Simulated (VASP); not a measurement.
# TiGe4Mo (F222) in VASP: further runs

TiGe4Mo is run at these levels: PBE; tasks: single point.

All numbers are computed with VASP 6.6.1; they aren't measurements. Logs are shortened: lines on timing, memory, paths and dates and some standing lists are left out, and cuts for length are marked.

## (1) The cell of the first run

It takes space group F222 (No. 22, orthorhombic). Conventional cell: a = 5.270 Å, b = 9.039 Å, c = 9.187 Å, α = 90.00°, β = 90.00°, γ = 90.00°. Within 3.6 Å of Ti (site symmetry 222) lie 10 Ge at 2.75 to 3.04 Å and 4 Mo at 3.48 Å. Within 3.6 Å of Ge (site symmetry 2) lie 2 Ti at 2.75 Å and 9 Ge at 2.76 to 3.48 Å and 3 Mo at 3.01 to 3.04 Å. Ge (site symmetry 2) has 2 Mo at 2.75 Å and 9 Ge at 2.76 to 3.48 Å and 3 Ti at 3.01 to 3.04 Å within 3.6 Å. Within 3.6 Å of Mo (site symmetry 222) lie 10 Ge at 2.75 to 3.04 Å and 4 Ti at 3.48 Å.

## (2) Single point, PBE

Input file INCAR:

```
SYSTEM = TiGe4Mo
PREC = Accurate ; ENCUT = 520
EDIFF = 1E-6 ; ISMEAR = 0
SIGMA = 0.1 ; LREAL = .False.
LASPH = .True. ; NELM = 60
ALGO = Normal ; ISIF = 2
LWAVE = .False. ; LCHARG = .True.
GGA = PE ; LELF = .True.
LVHAR = .True. ; NBANDS = 50
```

Input file KPOINTS:

```
regular mesh
0
Gamma
  4 4 4
  0 0 0
```

Input file POSCAR:

```
TiGe4Mo
1.0
    0.0000000000      4.5192935100      4.5933628600
    2.6348668600      0.0000000000      4.5933628600
    2.6348668600      4.5192935100      0.0000000000
Ti Ge Mo
1 4 1
Direct
    0.5000000000      0.5000000000      0.5000000000
    0.0826279600      0.4173720400      0.0826279600
    0.1673720400      0.8326279600      0.1673720400
    0.8326279600      0.1673720400      0.8326279600
    0.4173720400      0.0826279600      0.4173720400
    0.7500000000      0.7500000000      0.7500000000
```

Potentials or basis: VASP PAW PBE potentials, release 64 (Ti_sv, Ge_d, Mo_sv).

On the command line:

```bash
$ cat potpaw_PBE.64/Ti_sv/POTCAR potpaw_PBE.64/Ge_d/POTCAR potpaw_PBE.64/Mo_sv/POTCAR > POTCAR
$ mpirun -np 1 vasp_std > vasp.out
```

OUTCAR:

```text
SYSTEM = TiGe4Mo
   PREC = Accurate
   ENCUT = 520
   EDIFF = 1E-6
   ISMEAR = 0
   LREAL = .False.
   LASPH = .True.
   NELM = 60
   ISIF = 2
   GGA = PE

 ion  position               nearest neighbor table
   1  0.500  0.500  0.500-   2 2.75   5 2.75   2 2.75   5 2.75
   2  0.083  0.417  0.083-   1 2.75   1 2.75   3 2.76   3 2.76   6 3.01   6 3.04   6 3.04
   3  0.167  0.833  0.167-   6 2.75   6 2.75   2 2.76   2 2.76
   4  0.833  0.167  0.833-   6 2.75   6 2.75   5 2.76   5 2.76
   5  0.417  0.083  0.417-   1 2.75   1 2.75   4 2.76   4 2.76   6 3.01   6 3.04   6 3.04
   6  0.750  0.750  0.750-   4 2.75   3 2.75   3 2.75   4 2.75   5 3.01   2 3.01   5 3.04   5 3.04
                             2 3.04   2 3.04

  LATTYP: Found a face centered orthorhombic cell.
 ALAT       =     5.2697337200
 B/A-ratio  =     1.7151885655
 C/A-ratio  =     1.7432997962

  Lattice vectors:

 A1 = (   0.0000000000,   4.5192935100,   4.5933628600)
 A2 = (   2.6348668600,   0.0000000000,   4.5933628600)
 A3 = (   2.6348668600,   4.5192935100,   0.0000000000)

Analysis of symmetry for initial positions (statically):
=====================================================================
 Subroutine PRICEL returns:
 Original cell was already a primitive cell.

 Routine SETGRP: Setting up the symmetry group for a
 face centered orthorhombic supercell.

 Subroutine GETGRP returns: Found  4 space group operations
 (whereof  4 operations were pure point group operations)
 out of a pool of  8 trial point group operations.

The static configuration has the point symmetry D_2 .

Analysis of symmetry for dynamics (positions and initial velocities):
=====================================================================
 Subroutine PRICEL returns:
 Original cell was already a primitive cell.

 Routine SETGRP: Setting up the symmetry group for a
 face centered orthorhombic supercell.

 Subroutine GETGRP returns: Found  4 space group operations
 (whereof  4 operations were pure point group operations)
 out of a pool of  8 trial point group operations.

The dynamic configuration has the point symmetry D_2 .

 Subroutine INISYM returns: Found  4 space group operations
 (whereof  4 operations are pure point group operations),
 and found     1 'primitive' translations

[... 95 lines left out ...]
   EDIFF  = 0.1E-05   stopping-criterion for ELM
   LREAL  =      F    real-space projection
   EDIFFG = 0.1E-04   stopping-criterion for IOM
   NSW    =      0    number of steps for IOM
   IBRION =     -1    ionic relax: 0-MD 1-quasi-New 2-CG
   NFREE  =      0    steps in history (QN), initial steepest desc. (CG)
   ISIF   =      2    stress and relaxation
   ISYM   =      2    0-nonsym 1-usesym 2-fastsym
   POTIM  = 0.5000    time-step for ionic-motion
   TEBEG  =    0.0;   TEEND  =   0.0 temperature during run
   PSTRESS=    0.0 pullay stress
   NELECT =      82.0000    total number of electrons
   NUPDOWN=      -1.0000    fix difference up-down
   EMIN   =  10.00;   EMAX   =-10.00  energy-range for DOS
   EFERMI =   0.00;   METHOD = LEGACY
   ISMEAR =     0;   SIGMA  =   0.10  broadening in eV -4-tet -1-fermi 0-gaus
   EFERMI_NEDOS =   21; number of points for ismear=-14 and -15
   IALGO  =     38    algorithm
   IMIX   =      4    mixing-type and parameters
     AMIX     =   0.40;   BMIX     =  1.00
     AMIX_MAG =   1.60;   BMIX_MAG =  1.00
  volume/ion in A,a.u.               =      18.23       123.04
  Fermi-wavevector in a.u.,A,eV,Ry     =   1.487132  2.810272 30.090114  2.211561
  Thomas-Fermi vector in A             =   2.600331
   LORBIT       =      0    0 simple, 1 ext, 2 COOP (PROOUT), +10 PAW based schemes
   GGA     = PE    functional components
   LHFCALC =     F    Hartree Fock is set to
   AEXX    =    0.0000 exact exchange contribution
   IVDW    =     0    specifies the selected vdW correction
   LEPSILON=     F    determine dielectric tensor
   LRPA    =     F    only Hartree local field effects (RPA)
 non-spin polarized calculation
 Gauss-broadening in eV      SIGMA  =   0.10
  energy-cutoff  :      520.00
  volume of cell :      109.39
 maximum number of plane-waves:      2968
   NGX = 23   NGY = 19   NGZ = 19

 number of electron      82.0000007 magnetization

 Free energy of the ion-electron system (eV)
  ---------------------------------------------------
  ext. energy  EPLUGINS =         0.00000000
  ---------------------------------------------------
  free energy    TOTEN  =       -37.50466635 eV

  energy without entropy =      -37.47884904  energy(sigma->0) =      -37.49175770

 E-fermi :   7.8213     XC(G=0): -11.6026

 val. band max:        7.8071435649   @ k =   0.5000   0.5000   0.0000
 cond. band min:       7.8617895723   @ k =   0.5000   0.2500   0.2500
 fundamental gap:      0.0546460074
 Fermi energy:         7.8213060724

 k-point     1 :       0.0000    0.0000    0.0000
  band No.  band energies     occupation
      1     -53.3018      2.00000
      2     -49.4918      2.00000
      3     -27.4366      2.00000
      4     -27.3496      2.00000
      5     -27.3454      2.00000
      6     -25.8005      2.00000
[... 943 lines left out ...]
     49      11.6505      0.00000
     50      11.8792      0.00000

------------------------ aborting loop because EDIFF is reached ----------------------------------------

  FORCE on cell =-STRESS in cart. coord.  units (eV):
  Direction    XX          YY          ZZ          XY          YZ          ZX
  --------------------------------------------------------------------------------------
  -------------------------------------------------------------------------------------
  Total       -9.0930468     -7.5139457    -10.8006901      0.0000000      0.0000000      0.0000000
  in kB     -133.1772483   -110.0496491   -158.1874829      0.0000000      0.0000000      0.0000000
  external PRESSURE =    -133.8047934 kB  Pullay stress =       0.0000000 kB

 VOLUME and BASIS-vectors are now :
 -----------------------------------------------------------------------------
  energy-cutoff  :      520.00
  volume of cell :      109.39
      direct lattice vectors                 reciprocal lattice vectors
     0.000000000  4.519293510  4.593362860    -0.189762909  0.110636762  0.108852711
     2.634866860  0.000000000  4.593362860     0.189762909 -0.110636762  0.108852711
     2.634866860  4.519293510  0.000000000     0.189762909  0.110636762 -0.108852711

 POSITION                                       TOTAL-FORCE (eV/Angst)
 -----------------------------------------------------------------------------------
      2.63487      4.51929      4.59336         0.000000     -0.000000      0.000000
      1.31743      0.74684      2.29668        -0.000000     -0.129445     -0.000000
      2.63487      1.51281      4.59336         0.000000     -0.119860      0.000000
      2.63487      7.52578      4.59336         0.000000      0.119860      0.000000
      1.31743      3.77245      2.29668        -0.000000      0.129445     -0.000000
      3.95230      6.77894      6.89004         0.000000     -0.000000      0.000000
 -----------------------------------------------------------------------------------
    total drift:                                0.000001      0.000000      0.000000

  FREE ENERGIE OF THE ION-ELECTRON SYSTEM (eV)
  ---------------------------------------------------
  free  energy   TOTEN  =       -37.5046663511 eV

  energy  without entropy=      -37.4788490444  energy(sigma->0) =      -37.49175770
```

OSZICAR:

```text
N       E                     dE             d eps       ncg     rms          rms(c)
DAV:   1     0.107684922658E+04    0.10768E+04   -0.38725E+04  2268   0.426E+03
DAV:   2     0.162111353575E+03   -0.91474E+03   -0.88499E+03  1800   0.104E+03
DAV:   3    -0.194820531483E+02   -0.18159E+03   -0.17610E+03  1906   0.275E+02
DAV:   4    -0.395522732265E+02   -0.20070E+02   -0.19575E+02  2582   0.829E+01
DAV:   5    -0.406797455711E+02   -0.11275E+01   -0.11196E+01  2424   0.182E+01    0.147E+01
DAV:   6    -0.394245739712E+02    0.12552E+01   -0.33413E+01  2910   0.246E+01    0.127E+01
DAV:   7    -0.389532506261E+02    0.47132E+00   -0.27100E+01  2222   0.215E+01    0.839E+00
DAV:   8    -0.377584493020E+02    0.11948E+01   -0.32728E+00  2172   0.633E+00    0.395E+00
DAV:   9    -0.375229348591E+02    0.23551E+00   -0.11992E+00  2166   0.483E+00    0.143E+00
DAV:  10    -0.375049080448E+02    0.18027E-01   -0.12394E-01  2338   0.181E+00    0.489E-01
DAV:  11    -0.375045154997E+02    0.39255E-03   -0.13960E-02  2288   0.830E-01    0.189E-01
DAV:  12    -0.375047063881E+02   -0.19089E-03   -0.14901E-03  2252   0.447E-01    0.660E-02
DAV:  13    -0.375046645629E+02    0.41825E-04   -0.26121E-04  2288   0.318E-01    0.195E-02
DAV:  14    -0.375046655111E+02   -0.94827E-06   -0.31231E-05  2484   0.630E-02    0.727E-03
DAV:  15    -0.375046663511E+02   -0.83995E-06   -0.35627E-06  1720   0.157E-02
   1 F= -.37504666E+02 E0= -.37491758E+02  d E =-.258173E-01
```

stdout:

```text
POSCAR found type information on POSCAR TiGeMo
 POSCAR found :  3 types and       6 ions
 scaLAPACK will be used
 LDA part: xc-table for (Slater+PW92), standard interpolation
 POSCAR, INCAR and KPOINTS ok, starting setup
 FFT: planning ... GRIDC
 FFT: planning ... GRID_SOFT
 FFT: planning ... GRID
 WAVECAR not read
 entering main loop
```

It took 87 s on 1 thread of AMD EPYC 9R45 (Zen 5), shared host; peak memory 0.27 GiB.

What came out:

- Free energy: -37.5047 eV
- Pressure: -13.4 GPa
- Largest force: 0.129 eV/Å
- Band gap on the k mesh: zero (bands 41 and 42 overlap by 0.10 eV)

Forces in eV/Å, atoms in the order of the input:
```
Ti   0.000  0.000  0.000
Ge   0.000 -0.129  0.000
Ge   0.000 -0.120  0.000
Ge   0.000  0.120  0.000
Ge   0.000  0.129  0.000
Mo   0.000  0.000  0.000
```

Caveat: the k points lie up to 0.39 Å⁻¹ apart.

## (3) Single point, PBE

This run uses another cell than the first one, of 15.78 Å³/atom.

Input file INCAR:

```
PREC     = Accurate       # precision mode
ENCUT    = 520            # plane-wave cutoff, eV
EDIFF    = 1E-6           # SCF threshold, eV
ISMEAR   = 0              # smearing method
SIGMA    = 0.1            # smearing width, eV
LREAL    = False          # projectors in reciprocal space
LASPH    = True           # aspherical terms in the spheres
NELM     = 100            # most SCF steps
ALGO     = Normal         # electronic algorithm
ISIF     = 2              # what is computed and relaxed
LWAVE    = False          # write WAVECAR
LCHARG   = False          # write CHGCAR
GGA      = PE             # functional
NBANDS   = 50             # bands
```

Input file KPOINTS:

```
Automatic mesh
0
Gamma
  4 4 4
```

Input file POSCAR:

```
TiGe4Mo
1.0
    0.0000000000      4.3520889051      4.4168989623
    2.4624285865      0.0000000000      4.4168989623
    2.4624285865      4.3520889051      0.0000000000
Ti Ge Mo
1 4 1
Direct
    0.5000000000      0.5000000000      0.5000000000
    0.0865010562      0.4134989438      0.0865010562
    0.1586789515      0.8413210485      0.1586789515
    0.8413210485      0.1586789515      0.8413210485
    0.4134989438      0.0865010562      0.4134989438
    0.7500000000      0.7500000000      0.7500000000
```

Potentials or basis: VASP PAW PBE potentials, release 64 (Ti_sv, Ge_d, Mo_sv).

On the command line:

```bash
$ cat potpaw_PBE.64/Ti_sv/POTCAR potpaw_PBE.64/Ge_d/POTCAR potpaw_PBE.64/Mo_sv/POTCAR > POTCAR
$ mpirun -np 1 vasp_std > vasp.out
```

Run time: 82 s. Hardware: 1 thread of AMD EPYC 9R45 (Zen 5), shared host; peak memory 0.26 GiB.

Results (log left out):

| Item | Value |
| --- | --- |
| Free energy | -38.2175 eV |
| Pressure | 0.2 GPa |
| Largest force | 0.018 eV/Å |
| Band gap on the k mesh | zero (bands 41 and 42 overlap by 0.30 eV) |

Forces in eV/Å, atoms in the order of the input:
```
Ti   0.000  0.000  0.000
Ge   0.000  0.018  0.000
Ge   0.000  0.004  0.000
Ge   0.000 -0.004  0.000
Ge   0.000 -0.018  0.000
Mo   0.000  0.000  0.000
```

Stress tensor (GPa, compression positive):
```
0.36 0.00 0.00
0.00 0.06 0.00
0.00 0.00 0.21
```

Levels at points of the mesh, in eV from the Fermi level:
| k point | band 39 | band 40 | band 41 | band 42 | band 43 | band 44 |
| --- | --- | --- | --- | --- | --- | --- |
| (0.00, 0.00, 0.00) | -2.42 | -1.86 | -1.63 | 0.83 | 1.59 | 2.10 |
| (0.50, 0.00, 0.00) | -0.87 | -0.63 | 0.02 | 0.43 | 0.81 | 1.29 |
| (0.50, 0.50, 0.00) | -1.68 | -1.42 | -0.22 | 0.02 | 2.21 | 2.29 |
| (0.50, 0.00, 0.50) | -2.06 | -1.72 | -0.09 | 0.54 | 1.59 | 2.03 |
| (0.00, 0.50, 0.50) | -1.39 | -1.06 | -0.31 | -0.09 | 1.17 | 1.25 |

Caveat: the k points lie up to 0.41 Å⁻¹ apart.

The gap in the log of VASP goes by the Fermi energy; the results here count the filled bands.